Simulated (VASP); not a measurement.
# Si (Imm2) in VASP: single point with PBE+D3(BJ)

Aim: the single point of Si with PBE+D3(BJ).

Everything below comes from runs of VASP 6.6.1. Logs are shortened: lines on timing, memory, paths and dates and some standing lists are left out, and cuts for length are marked.

### Step 1. The cell of the first run

It takes space group Imm2 (No. 44, orthorhombic). The conventional cell has a = 5.375 Å, b = 7.602 Å, c = 5.375 Å, α = 90.00°, β = 90.00°, γ = 90.00°. Si (site symmetry mm2) has 12 Si at 2.61 to 2.77 Å within 3.4 Å. Within 3.4 Å of Si (site symmetry mm2) lie 12 Si at 2.61 to 2.77 Å. Within 3.5 Å of Si (site symmetry 1) lie 12 Si at 2.65 to 2.73 Å. Si (site symmetry mm2) has 12 Si at 2.69 Å within 3.5 Å. Si (site symmetry mm2) has 12 Si at 2.69 Å within 3.5 Å.

### Step 2. Single point, PBE+D3(BJ) (atom 1 (Si) moved +0.080 Å towards its neighbour atom 2 (Si) at 2.688 Å)

The input, INCAR:

```
ALGO = Normal ; EDIFF = 1E-7
ENCUT = 520 ; GGA = PE
ISIF = 2 ; ISMEAR = 0
IVDW = 12 ; LASPH = True
LCHARG = True ; LELF = True
LREAL = False ; LVHAR = True
LWAVE = False ; NBANDS = 26
NELM = 100 ; PREC = Accurate
SIGMA = 0.15
```

The input, KPOINTS:

```
k-points
0
Gamma
  14 14 14
```

The input, POSCAR:

```
Si
1.0
    0.0000000000      3.8010408870      3.8010408870
    3.8010408870      0.0000000000      3.8010408870
    3.8010408870      3.8010408870      0.0000000000
Si
8
Direct
    0.0000000000      0.0000000000     -0.0148823820
    0.0000000000      0.0000000000      0.5000000000
    0.0000000000      0.5000000000      0.0000000000
    0.0000000000      0.5000000000      0.5000000000
    0.5000000000      0.0000000000      0.0000000000
    0.5000000000      0.0000000000      0.5000000000
    0.5000000000      0.5000000000      0.0000000000
    0.5000000000      0.5000000000      0.5000000000
```

Potentials or basis: VASP PAW PBE potentials, release 64 (Si).

The run is started by

```console
> cat potpaw_PBE.64/Si/POTCAR > POTCAR
> mpirun -np 1 vasp_std > vasp.out
```

OUTCAR:

```text
EDIFF = 1E-7
   ENCUT = 520
   GGA = PE
   ISIF = 2
   ISMEAR = 0
   IVDW = 12
   LASPH = True
   LREAL = False
   NELM = 100
   PREC = Accurate
 IVDW          = 12

 ion  position               nearest neighbor table
   1  0.000  0.000  0.985-   2 2.61   4 2.65   6 2.65   3 2.65   5 2.65   7 2.69   7 2.69   3 2.73
                             6 2.73   4 2.73   5 2.73   2 2.77
   2  0.000  0.000  0.500-   1 2.61   4 2.69   6 2.69   3 2.69   5 2.69   3 2.69   4 2.69   8 2.69
                             5 2.69   6 2.69   8 2.69   1 2.77
   3  0.000  0.500  0.000-   1 2.65   4 2.69   7 2.69   2 2.69   4 2.69   8 2.69   2 2.69   5 2.69
                             5 2.69   7 2.69   8 2.69   1 2.73
   4  0.000  0.500  0.500-   1 2.65   3 2.69   8 2.69   3 2.69   7 2.69   2 2.69   2 2.69   6 2.69
                             6 2.69   7 2.69   8 2.69   1 2.73
   5  0.500  0.000  0.000-   1 2.65   6 2.69   7 2.69   2 2.69   6 2.69   8 2.69   3 2.69   7 2.69
                             8 2.69   2 2.69   3 2.69   1 2.73
   6  0.500  0.000  0.500-   1 2.65   5 2.69   8 2.69   5 2.69   7 2.69   4 2.69   7 2.69   8 2.69
                             2 2.69   2 2.69   4 2.69   1 2.73
   7  0.500  0.500  0.000-   3 2.69   5 2.69   8 2.69   4 2.69   6 2.69   8 2.69   5 2.69   6 2.69
                             3 2.69   4 2.69   1 2.69   1 2.69
   8  0.500  0.500  0.500-   4 2.69   6 2.69   7 2.69   3 2.69   5 2.69   7 2.69   2 2.69   5 2.69
                             6 2.69   2 2.69   3 2.69   4 2.69

  LATTYP: Found a face centered cubic cell.
 ALAT       =     7.6020817740

  Lattice vectors:

 A1 = (   0.0000000000,   3.8010408870,   3.8010408870)
 A2 = (   3.8010408870,   0.0000000000,   3.8010408870)
 A3 = (   3.8010408870,   3.8010408870,   0.0000000000)

Analysis of symmetry for initial positions (statically):
=====================================================================
 Subroutine PRICEL returns:
 Original cell was already a primitive cell.

 Routine SETGRP: Setting up the symmetry group for a
 face centered cubic supercell.

 Subroutine GETGRP returns: Found  4 space group operations
 (whereof  4 operations were pure point group operations)
 out of a pool of 48 trial point group operations.

The static configuration has the point symmetry C_2v.

Analysis of symmetry for dynamics (positions and initial velocities):
=====================================================================
 Subroutine PRICEL returns:
 Original cell was already a primitive cell.

 Routine SETGRP: Setting up the symmetry group for a
 face centered cubic supercell.

 Subroutine GETGRP returns: Found  4 space group operations
 (whereof  4 operations were pure point group operations)
 out of a pool of 48 trial point group operations.

The dynamic configuration has the point symmetry C_2v.

 Subroutine INISYM returns: Found  4 space group operations
 (whereof  4 operations are pure point group operations),
 and found     1 'primitive' translations

----------------------------------------------------------------------------------------

                                     Primitive cell

  volume of cell :     109.8342

  direct lattice vectors                    reciprocal lattice vectors
     0.000000000  3.801040887  3.801040887    -0.131542915  0.131542915  0.131542915
     3.801040887  0.000000000  3.801040887     0.131542915 -0.131542915  0.131542915
     3.801040887  3.801040887  0.000000000     0.131542915  0.131542915 -0.131542915

  length of vectors
     5.375483574  5.375483574  5.375483574     0.227839013  0.227839013  0.227839013

  position of ions in fractional coordinates (direct lattice)
     0.000000000  0.000000000  0.985117618
     0.000000000  0.000000000  0.500000000
     0.000000000  0.500000000  0.000000000
     0.000000000  0.500000000  0.500000000
     0.500000000  0.000000000  0.000000000
     0.500000000  0.000000000  0.500000000
     0.500000000  0.500000000  0.000000000
     0.500000000  0.500000000  0.500000000

  ion indices of the primitive-cell ions
   primitive index   ion index
                 1           1
                 2           2
                 3           3
                 4           4
                 5           5
                 6           6
                 7           7
                 8           8

----------------------------------------------------------------------------------------

 KPOINTS: k-points

Automatic generation of k-mesh.
 Grid dimensions read from file:
 generate k-points for:   14   14   14

 Generating k-lattice:

  Cartesian coordinates                     Fractional coordinates (reciprocal lattice)
    -0.009395923  0.009395923  0.009395923     0.071428571  0.000000000  0.000000000
     0.009395923 -0.009395923  0.009395923     0.000000000  0.071428571  0.000000000
     0.009395923  0.009395923 -0.009395923     0.000000000  0.000000000  0.071428571

  Length of vectors
     0.016274215  0.016274215  0.016274215

  Shift w.r.t. Gamma in fractional coordinates (k-lattice)
     0.000000000  0.000000000  0.000000000

 Subroutine IBZKPT returns following result:
 ===========================================

 Found    428 irreducible k-points:

 Following reciprocal coordinates:
            Coordinates               Weight
  0.000000  0.000000  0.000000      1.000000
  0.071429  0.000000  0.000000      4.000000
  0.000000  0.000000  0.071429      4.000000
  0.142857  0.000000  0.000000      4.000000
  0.000000  0.000000  0.142857      4.000000
  0.214286  0.000000  0.000000      4.000000
[... 16 lines left out ...]
  0.000000  0.214286  0.071429      8.000000
  0.071429  0.000000  0.214286      8.000000
 [... further k-points ...]
   k-points           NKPTS =    428   k-points in BZ     NKDIM =    428   number of bands    NBANDS=     26
   number of dos      NEDOS =    301   number of ions     NIONS =      8
   total plane-waves  NPLWV =  64000
   dimension x,y,z NGX =    40 NGY =   40 NGZ =   40
   dimension x,y,z NGXF=    80 NGYF=   80 NGZF=   80
   ions per type =               8
   NGX,Y,Z   is equivalent  to a cutoff of  12.37, 12.37, 12.37 a.u.
   NGXF,Y,Z  is equivalent  to a cutoff of  24.74, 24.74, 24.74 a.u.
 SYSTEM =  unknown system
   PREC   = accura    normal or accurate (medium, high low for compatibility)
   ISTART =      0    job   : 0-new  1-cont  2-samecut
   ICHARG =      2    charge: 1-file 2-atom 10-const
   ISPIN  =      1    spin polarized calculation?
   LNONCOLLINEAR =      F non collinear calculations
   LSORBIT =      F    spin-orbit coupling
   LASPH  =      T    aspherical Exc in radial PAW
   ENCUT  =  520.0 eV  38.22 Ry    6.18 a.u.   9.99  9.99  9.99*2*pi/ulx,y,z
   NELM   =    100;   NELMIN=  2; NELMDL= -5     # of ELM steps
   EDIFF  = 0.1E-06   stopping-criterion for ELM
   LREAL  =      F    real-space projection
   EDIFFG = 0.1E-05   stopping-criterion for IOM
   NSW    =      0    number of steps for IOM
   IBRION =     -1    ionic relax: 0-MD 1-quasi-New 2-CG
   NFREE  =      0    steps in history (QN), initial steepest desc. (CG)
   ISIF   =      2    stress and relaxation
   ISYM   =      2    0-nonsym 1-usesym 2-fastsym
   POTIM  = 0.5000    time-step for ionic-motion
   TEBEG  =    0.0;   TEEND  =   0.0 temperature during run
   PSTRESS=    0.0 pullay stress
   NELECT =      32.0000    total number of electrons
   NUPDOWN=      -1.0000    fix difference up-down
   EMIN   =  10.00;   EMAX   =-10.00  energy-range for DOS
   EFERMI =   0.00;   METHOD = LEGACY
   ISMEAR =     0;   SIGMA  =   0.15  broadening in eV -4-tet -1-fermi 0-gaus
   EFERMI_NEDOS =   21; number of points for ismear=-14 and -15
   IALGO  =     38    algorithm
   IMIX   =      4    mixing-type and parameters
     AMIX     =   0.40;   BMIX     =  1.00
     AMIX_MAG =   1.60;   BMIX_MAG =  1.00
  volume/ion in A,a.u.               =      13.73        92.65
  Fermi-wavevector in a.u.,A,eV,Ry     =   1.085290  2.050900 16.025668  1.177853
  Thomas-Fermi vector in A             =   2.221400
   LORBIT       =      0    0 simple, 1 ext, 2 COOP (PROOUT), +10 PAW based schemes
   GGA     = PE    functional components
   LHFCALC =     F    Hartree Fock is set to
   AEXX    =    0.0000 exact exchange contribution
   IVDW    =    12    specifies the selected vdW correction
   LEPSILON=     F    determine dielectric tensor
   LRPA    =     F    only Hartree local field effects (RPA)
 non-spin polarized calculation
 Gauss-broadening in eV      SIGMA  =   0.15
  energy-cutoff  :      520.00
  volume of cell :      109.83
 maximum number of plane-waves:      2978
   NGX = 19   NGY = 19   NGZ = 19

 number of electron      32.0000000 magnetization

 Free energy of the ion-electron system (eV)
  ---------------------------------------------------
  ext. energy  EPLUGINS =         0.00000000
  ---------------------------------------------------
  free energy    TOTEN  =       -39.03886773 eV

  energy without entropy =      -39.00462778  energy(sigma->0) =      -39.02174775

 E-fermi :  10.9190     XC(G=0): -11.4085

 val. band max:       10.9189160151   @ k =   0.1429   0.1429   0.4286
 cond. band min:      10.9211360766   @ k =   0.1429   0.1429   0.4286
 fundamental gap:      0.0022200615
 Fermi energy:        10.9189527963

 k-point     1 :       0.0000    0.0000    0.0000
  band No.  band energies     occupation
      1      -4.0745      2.00000
      2       3.0546      2.00000
      3       3.0934      2.00000
      4       3.1131      2.00000
      5       3.1151      2.00000
      6       3.5765      2.00000
[... 18 lines left out ...]
     25      17.9975      0.00000
     26      18.0144      0.00000

 k-point     2 :       0.0714    0.0000    0.0000
  band No.  band energies     occupation
      1      -4.0360      2.00000
      2       2.3021      2.00000
      3       2.9184      2.00000
      4       2.9572      2.00000
      5       3.0052      2.00000
      6       3.7580      2.00000
[... 18 lines left out ...]
     25      18.2517      0.00000
[... 608 lines left out ...]
     25      17.2276      0.00000
     26      17.7876      0.00000

 k-point    24 :       0.0714    0.0000    0.2143
  band No.  band energies     occupation
      1      -3.7669      2.00000
      2       0.8407      2.00000
      3       2.2092      2.00000
      4       2.2522      2.00000
      5       3.2539      2.00000
      6       3.4330      2.00000
[... 18 lines left out ...]
     25      17.2268      0.00000
     26      17.7746      0.00000

 [... further k-points ...]

------------------------ aborting loop because EDIFF is reached ----------------------------------------

 Edisp (eV)   -3.61937

 E8    (eV) :    -1.4800

  FORCE on cell =-STRESS in cart. coord.  units (eV):
  Direction    XX          YY          ZZ          XY          YZ          ZX
  --------------------------------------------------------------------------------------
  -------------------------------------------------------------------------------------
  Total      -0.38841    -0.38841    -0.39892     0.01844     0.00000     0.00000
  in kB      -5.66578    -5.66578    -5.81911     0.26895     0.00000     0.00000
  external pressure =       -5.72 kB  Pullay stress =        0.00 kB

 VOLUME and BASIS-vectors are now :
 -----------------------------------------------------------------------------
  energy-cutoff  :      520.00
  volume of cell :      109.83
      direct lattice vectors                 reciprocal lattice vectors
     0.000000000  3.801040887  3.801040887    -0.131542915  0.131542915  0.131542915
     3.801040887  0.000000000  3.801040887     0.131542915 -0.131542915  0.131542915
     3.801040887  3.801040887  0.000000000     0.131542915  0.131542915 -0.131542915

 POSITION                                       TOTAL-FORCE (eV/Angst)
 -----------------------------------------------------------------------------------
      3.74447      3.74447      0.00000         0.158103      0.158103      0.000000
      1.90052      1.90052      0.00000        -0.158543     -0.158543      0.000000
      1.90052      0.00000      1.90052        -0.060462      0.064167     -0.094311
      3.80104      1.90052      1.90052         0.064167     -0.060462      0.094311
      0.00000      1.90052      1.90052         0.064167     -0.060462     -0.094311
      1.90052      3.80104      1.90052        -0.060462      0.064167      0.094311
      1.90052      1.90052      3.80104         0.033368      0.033368      0.000000
      3.80104      3.80104      3.80104        -0.040340     -0.040340      0.000000
 -----------------------------------------------------------------------------------
    total drift:                                0.000003      0.000003     -0.000000

  FREE ENERGIE OF THE ION-ELECTRON SYSTEM (eV)
  ---------------------------------------------------
  free  energy   TOTEN  =       -42.6582425210 eV

  energy  without entropy=      -42.6240025693  energy(sigma->0) =      -42.64112255
```

Run time: 11 min. Hardware: 1 thread of AMD EPYC 9R45 (Zen 5), shared host; peak memory 0.81 GiB.

Results:

* Free energy: -42.6582 eV
* Pressure: -0.6 GPa
* Largest force: 0.224 eV/Å
* Band gap on the k mesh: zero (bands 16 and 17 overlap by 4.62 eV)
* Dispersion energy per atom: -0.452 eV

Forces in eV/Å, atoms in the order of the input:
```
Si   0.158  0.158  0.000
Si  -0.159 -0.159  0.000
Si  -0.060  0.064 -0.094
Si   0.064 -0.060  0.094
Si   0.064 -0.060 -0.094
Si  -0.060  0.064  0.094
Si   0.033  0.033  0.000
Si  -0.040 -0.040  0.000
```

Caveat: the cell differs from its parent crystal (atom 1 (Si) moved +0.080 Å towards its neighbour atom 2 (Si) at 2.688 Å).
